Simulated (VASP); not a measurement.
# SrCl2 (P-3m1) in VASP: a series of runs

The runs below take SrCl2 through single point, with PBE, r2SCAN.

All numbers are computed with VASP 6.6.1; they aren't measurements. Logs are shortened: lines on timing, memory, paths and dates and some standing lists are left out, and cuts for length are marked.

**1. The cell of the first run**

It takes space group P-3m1 (No. 164, trigonal). The conventional cell has a = 4.407 Å, b = 4.407 Å, c = 5.596 Å, α = 90.00°, β = 90.00°, γ = 120.00°. Within 3.8 Å of Sr (site symmetry -3m) lie 6 Cl at 2.90 Å. Cl (site symmetry 3m) has 3 Sr at 2.90 Å and 6 Cl at 3.77 to 3.79 Å within 3.8 Å.

**2. Single point, PBE**

Contents of INCAR:

```
SYSTEM = SrCl2
  ALGO = Normal
  EDIFF = 1E-7
  ENCUT = 520
  GGA = PE
  ISIF = 2
  ISMEAR = 0
  LASPH = .True.
  LCHARG = .False.
  LREAL = .False.
  LWAVE = .False.
  NBANDS = 19
  NELM = 60
  PREC = Accurate
  SIGMA = 0.01
```

Contents of KPOINTS:

```
k-points
0
Gamma
  6 6 4
  0 0 0
```

Contents of POSCAR:

```
SrCl2
1.0
    4.4072489198      0.0000000000      0.0000000000
   -2.2036244599      3.8167895254      0.0000000000
    0.0000000000      0.0000000000      5.5960649295
Sr Cl
1 2
Direct
    0.0000000000      0.0000000000      0.0000000000
    0.3333333333      0.6666666667      0.2486950226
    0.6666666667      0.3333333333      0.7513049774
```

Potentials or basis: VASP PAW PBE potentials, release 64 (Sr_sv, Cl).

Run with:

```sh
$ cat potpaw_PBE.64/Sr_sv/POTCAR potpaw_PBE.64/Cl/POTCAR > POTCAR
$ mpirun -np 1 vasp_std > vasp.out
```

OUTCAR:

```text
SYSTEM = SrCl2
   EDIFF = 1E-7
   ENCUT = 520
   GGA = PE
   ISIF = 2
   ISMEAR = 0
   LASPH = .True.
   LREAL = .False.
   NELM = 60
   PREC = Accurate

 ion  position               nearest neighbor table
   1  0.000  0.000  0.000-   2 2.90   3 2.90   3 2.90   2 2.90   3 2.90   2 2.90
   2  0.333  0.667  0.249-   1 2.90   1 2.90   1 2.90
   3  0.667  0.333  0.751-   1 2.90   1 2.90   1 2.90

  LATTYP: Found a hexagonal cell.
 ALAT       =     4.4072489198
 C/A-ratio  =     1.2697410633

  Lattice vectors:

 A1 = (   4.4072489198,   0.0000000000,   0.0000000000)
 A2 = (  -2.2036244599,   3.8167895254,   0.0000000000)
 A3 = (   0.0000000000,   0.0000000000,   5.5960649295)

Analysis of symmetry for initial positions (statically):
=====================================================================
 Subroutine PRICEL returns:
 Original cell was already a primitive cell.

 Routine SETGRP: Setting up the symmetry group for a
 hexagonal supercell.

 Subroutine GETGRP returns: Found 12 space group operations
 (whereof 12 operations were pure point group operations)
 out of a pool of 24 trial point group operations.

The static configuration has the point symmetry D_3d.

Analysis of symmetry for dynamics (positions and initial velocities):
=====================================================================
 Subroutine PRICEL returns:
 Original cell was already a primitive cell.

 Routine SETGRP: Setting up the symmetry group for a
 hexagonal supercell.

 Subroutine GETGRP returns: Found 12 space group operations
 (whereof 12 operations were pure point group operations)
 out of a pool of 24 trial point group operations.

The dynamic configuration has the point symmetry D_3d.

 Subroutine INISYM returns: Found 12 space group operations
 (whereof 12 operations are pure point group operations),
 and found     1 'primitive' translations

----------------------------------------------------------------------------------------

                                     Primitive cell

  volume of cell :      94.1344

  direct lattice vectors                    reciprocal lattice vectors
     4.407248920  0.000000000  0.000000000     0.226898915  0.131000150  0.000000000
    -2.203624460  3.816789525  0.000000000     0.000000000  0.262000300  0.000000000
     0.000000000  0.000000000  5.596064929     0.000000000  0.000000000  0.178696997

  length of vectors
     4.407248920  4.407248920  5.596064929     0.262000300  0.262000300  0.178696997

  position of ions in fractional coordinates (direct lattice)
     0.000000000  0.000000000  0.000000000
     0.333333333  0.666666667  0.248695023
     0.666666667  0.333333333  0.751304977

  ion indices of the primitive-cell ions
   primitive index   ion index
                 1           1
                 2           2
                 3           3

----------------------------------------------------------------------------------------

 KPOINTS: k-points

Automatic generation of k-mesh.
 Grid dimensions read from file:
 generate k-points for:    6    6    4

 Generating k-lattice:

  Cartesian coordinates                     Fractional coordinates (reciprocal lattice)
     0.037816486  0.021833358  0.000000000     0.166666667 -0.000000000  0.000000000
     0.000000000  0.043666717  0.000000000     0.000000000  0.166666667  0.000000000
     0.000000000  0.000000000  0.044674249     0.000000000  0.000000000  0.250000000

  Length of vectors
     0.043666717  0.043666717  0.044674249

  Shift w.r.t. Gamma in fractional coordinates (k-lattice)
     0.000000000  0.000000000  0.000000000

 Subroutine IBZKPT returns following result:
 ===========================================

 Found     24 irreducible k-points:

 Following reciprocal coordinates:
            Coordinates               Weight
  0.000000  0.000000  0.000000      1.000000
  0.166667  0.000000  0.000000      6.000000
  0.333333  0.000000  0.000000      6.000000
  0.500000  0.000000  0.000000      3.000000
  0.166667  0.166667  0.000000      6.000000
  0.333333  0.166667  0.000000     12.000000
[... 16 lines left out ...]
  0.333333  0.166667  0.500000     12.000000
  0.333333  0.333333  0.500000      2.000000
   k-points           NKPTS =     24   k-points in BZ     NKDIM =     24   number of bands    NBANDS=     19
   number of dos      NEDOS =    301   number of ions     NIONS =      3
   total plane-waves  NPLWV =  54432
   dimension x,y,z NGX =    36 NGY =   36 NGZ =   42
   dimension x,y,z NGXF=    72 NGYF=   72 NGZF=   84
   ions per type =               1   2
   NGX,Y,Z   is equivalent  to a cutoff of  13.58, 13.58, 12.48 a.u.
   NGXF,Y,Z  is equivalent  to a cutoff of  27.16, 27.16, 24.95 a.u.
 SYSTEM =  SrCl2
   PREC   = accura    normal or accurate (medium, high low for compatibility)
   ISTART =      0    job   : 0-new  1-cont  2-samecut
   ICHARG =      2    charge: 1-file 2-atom 10-const
   ISPIN  =      1    spin polarized calculation?
   LNONCOLLINEAR =      F non collinear calculations
   LSORBIT =      F    spin-orbit coupling
   LASPH  =      T    aspherical Exc in radial PAW
   ENCUT  =  520.0 eV  38.22 Ry    6.18 a.u.   8.19  8.19 10.40*2*pi/ulx,y,z
   NELM   =     60;   NELMIN=  2; NELMDL= -5     # of ELM steps
   EDIFF  = 0.1E-06   stopping-criterion for ELM
   LREAL  =      F    real-space projection
   EDIFFG = 0.1E-05   stopping-criterion for IOM
   NSW    =      0    number of steps for IOM
   IBRION =     -1    ionic relax: 0-MD 1-quasi-New 2-CG
   NFREE  =      0    steps in history (QN), initial steepest desc. (CG)
   ISIF   =      2    stress and relaxation
   ISYM   =      2    0-nonsym 1-usesym 2-fastsym
   POTIM  = 0.5000    time-step for ionic-motion
   TEBEG  =    0.0;   TEEND  =   0.0 temperature during run
   PSTRESS=    0.0 pullay stress
   NELECT =      24.0000    total number of electrons
   NUPDOWN=      -1.0000    fix difference up-down
   EMIN   =  10.00;   EMAX   =-10.00  energy-range for DOS
   EFERMI =   0.00;   METHOD = LEGACY
   ISMEAR =     0;   SIGMA  =   0.01  broadening in eV -4-tet -1-fermi 0-gaus
   EFERMI_NEDOS =   21; number of points for ismear=-14 and -15
   IALGO  =     38    algorithm
   IMIX   =      4    mixing-type and parameters
     AMIX     =   0.40;   BMIX     =  1.00
     AMIX_MAG =   1.60;   BMIX_MAG =  1.00
  volume/ion in A,a.u.               =      31.38       211.75
  Fermi-wavevector in a.u.,A,eV,Ry     =   1.038076  1.961679 14.661657  1.077601
  Thomas-Fermi vector in A             =   2.172543
   LORBIT       =      0    0 simple, 1 ext, 2 COOP (PROOUT), +10 PAW based schemes
   GGA     = PE    functional components
   LHFCALC =     F    Hartree Fock is set to
   AEXX    =    0.0000 exact exchange contribution
   IVDW    =     0    specifies the selected vdW correction
   LEPSILON=     F    determine dielectric tensor
   LRPA    =     F    only Hartree local field effects (RPA)
 non-spin polarized calculation
 Gauss-broadening in eV      SIGMA  =   0.01
  energy-cutoff  :      520.00
  volume of cell :       94.13
 maximum number of plane-waves:      2570
 NGX is ok and might be reduce to    36
   NGX = 17   NGY = 17   NGZ = 21

 number of electron      24.0000002 magnetization

 Free energy of the ion-electron system (eV)
  ---------------------------------------------------
  ext. energy  EPLUGINS =         0.00000000
  ---------------------------------------------------
  free energy    TOTEN  =       -12.59938784 eV

  energy without entropy =      -12.59938784  energy(sigma->0) =      -12.59938784

 E-fermi :  -0.6045     XC(G=0):  -7.7965

 val. band max:       -0.7484341380   @ k =   0.0000   0.0000   0.0000
 cond. band min:       4.4105216528   @ k =   0.0000   0.0000   0.0000
 fundamental gap:      5.1589557907
 Fermi energy:        -0.6045465279

 k-point     1 :       0.0000    0.0000    0.0000
  band No.  band energies     occupation
      1     -33.4157      2.00000
      2     -15.6858      2.00000
      3     -15.3899      2.00000
      4     -15.3899      2.00000
      5     -13.6748      2.00000
      6     -12.9640      2.00000
[... 11 lines left out ...]
     18       7.5459      0.00000
     19       7.5459      0.00000

 k-point     2 :       0.1667    0.0000    0.0000
  band No.  band energies     occupation
      1     -33.4134      2.00000
      2     -15.6480      2.00000
      3     -15.5232      2.00000
      4     -15.4005      2.00000
      5     -13.5020      2.00000
      6     -13.0439      2.00000
[... 11 lines left out ...]
     18       7.6285      0.00000
     19       8.4029      0.00000

 k-point     3 :       0.3333    0.0000    0.0000
  band No.  band energies     occupation
      1     -33.4089      2.00000
      2     -15.7597      2.00000
      3     -15.5398      2.00000
      4     -15.4214      2.00000
      5     -13.3306      2.00000
      6     -13.0857      2.00000
[... 11 lines left out ...]
     18       8.0830      0.00000
     19       9.1256      0.00000

 k-point     4 :       0.5000    0.0000    0.0000
  band No.  band energies     occupation
      1     -33.4067      2.00000
      2     -15.8521      2.00000
      3     -15.4894      2.00000
      4     -15.4318      2.00000
      5     -13.3898      2.00000
      6     -12.9807      2.00000
[... 11 lines left out ...]
     18       8.2930      0.00000
     19       8.8674      0.00000

 k-point     5 :       0.1667    0.1667    0.0000
  band No.  band energies     occupation
      1     -33.4100      2.00000
      2     -15.6726      2.00000
      3     -15.5912      2.00000
      4     -15.4325      2.00000
      5     -13.2844      2.00000
      6     -13.1524      2.00000
[... 11 lines left out ...]
     18       8.0725      0.00000
     19       9.5387      0.00000

 k-point     6 :       0.3333    0.1667    0.0000
  band No.  band energies     occupation
      1     -33.4067      2.00000
      2     -15.7862      2.00000
      3     -15.5332      2.00000
      4     -15.4774      2.00000
      5     -13.2815      2.00000
      6     -13.0649      2.00000
[... 11 lines left out ...]
     18       8.7072      0.00000
     19       9.0709      0.00000

 k-point     7 :       0.3333    0.3333    0.0000
  band No.  band energies     occupation
      1     -33.4055      2.00000
      2     -15.6809      2.00000
      3     -15.6809      2.00000
      4     -15.4835      2.00000
      5     -13.1497      2.00000
      6     -13.1497      2.00000
[... 11 lines left out ...]
     18       8.8555      0.00000
     19      10.3179      0.00000

 k-point     8 :       0.0000    0.0000    0.2500
  band No.  band energies     occupation
      1     -33.4156      2.00000
      2     -15.6977      2.00000
      3     -15.3898      2.00000
      4     -15.3898      2.00000
      5     -13.6025      2.00000
      6     -13.0306      2.00000
[... 256 lines left out ...]
 k-point    20 :       0.3333    0.0000    0.5000
  band No.  band energies     occupation
      1     -33.4089      2.00000
      2     -15.7522      2.00000
      3     -15.5481      2.00000
      4     -15.4209      2.00000
      5     -13.3666      2.00000
      6     -13.0491      2.00000
[... 11 lines left out ...]
     18       7.9869      0.00000
     19       8.4525      0.00000

 k-point    21 :       0.5000    0.0000    0.5000
  band No.  band energies     occupation
      1     -33.4066      2.00000
      2     -15.8437      2.00000
      3     -15.4940      2.00000
      4     -15.4313      2.00000
      5     -13.4435      2.00000
      6     -12.9312      2.00000
[... 11 lines left out ...]
     18       8.1301      0.00000
     19       8.8058      0.00000

 k-point    22 :       0.1667    0.1667    0.5000
  band No.  band energies     occupation
      1     -33.4100      2.00000
      2     -15.6631      2.00000
      3     -15.6041      2.00000
      4     -15.4320      2.00000
      5     -13.2573      2.00000
      6     -13.1774      2.00000
[... 11 lines left out ...]
     18       7.9509      0.00000
     19       8.6675      0.00000

 k-point    23 :       0.3333    0.1667    0.5000
  band No.  band energies     occupation
      1     -33.4066      2.00000
      2     -15.7785      2.00000
      3     -15.5359      2.00000
      4     -15.4791      2.00000
      5     -13.3287      2.00000
      6     -13.0239      2.00000
[... 11 lines left out ...]
     18       8.2262      0.00000
     19       8.7336      0.00000

 k-point    24 :       0.3333    0.3333    0.5000
  band No.  band energies     occupation
      1     -33.4055      2.00000
      2     -15.6766      2.00000
      3     -15.6766      2.00000
      4     -15.4879      2.00000
      5     -13.1558      2.00000
      6     -13.1558      2.00000
[... 11 lines left out ...]
     18       8.0237      0.00000
     19       9.2403      0.00000

------------------------ aborting loop because EDIFF is reached ----------------------------------------

  FORCE on cell =-STRESS in cart. coord.  units (eV):
  Direction    XX          YY          ZZ          XY          YZ          ZX
  --------------------------------------------------------------------------------------
  -------------------------------------------------------------------------------------
  Total        0.7528795      0.7528795      0.7692244     -0.0000000      0.0000000      0.0000000
  in kB       12.8140831     12.8140831     13.0922736     -0.0000000      0.0000000      0.0000000
  external PRESSURE =      12.9068133 kB  Pullay stress =       0.0000000 kB

 VOLUME and BASIS-vectors are now :
 -----------------------------------------------------------------------------
  energy-cutoff  :      520.00
  volume of cell :       94.13
      direct lattice vectors                 reciprocal lattice vectors
     4.407248920  0.000000000  0.000000000     0.226898915  0.131000150  0.000000000
    -2.203624460  3.816789525  0.000000000     0.000000000  0.262000300  0.000000000
     0.000000000  0.000000000  5.596064929     0.000000000  0.000000000  0.178696997

 POSITION                                       TOTAL-FORCE (eV/Angst)
 -----------------------------------------------------------------------------------
      0.00000      0.00000      0.00000         0.000000      0.000000      0.000000
     -0.00000      2.54453      1.39171        -0.000000      0.000000      0.024350
      2.20362      1.27226      4.20435         0.000000      0.000000     -0.024350
 -----------------------------------------------------------------------------------
    total drift:                                0.000000      0.000000     -0.000000

  FREE ENERGIE OF THE ION-ELECTRON SYSTEM (eV)
  ---------------------------------------------------
  free  energy   TOTEN  =       -12.5993878352 eV

  energy  without entropy=      -12.5993878352  energy(sigma->0) =      -12.59938784
```

Wall time 98 s (1 thread of Intel Xeon 8259CL, shared host); peak memory 0.24 GiB.

What came out:

- Free energy: -12.5994 eV
- Pressure: 1.3 GPa
- Largest force: 0.024 eV/Å
- Band gap on the k mesh: 5.16 eV

Forces in eV/Å, atoms in the order of the input:
```
Sr   0.000  0.000  0.000
Cl   0.000  0.000  0.024
Cl   0.000  0.000 -0.024
```

A k mesh can miss the band edges.

[end of part 1 of 2]
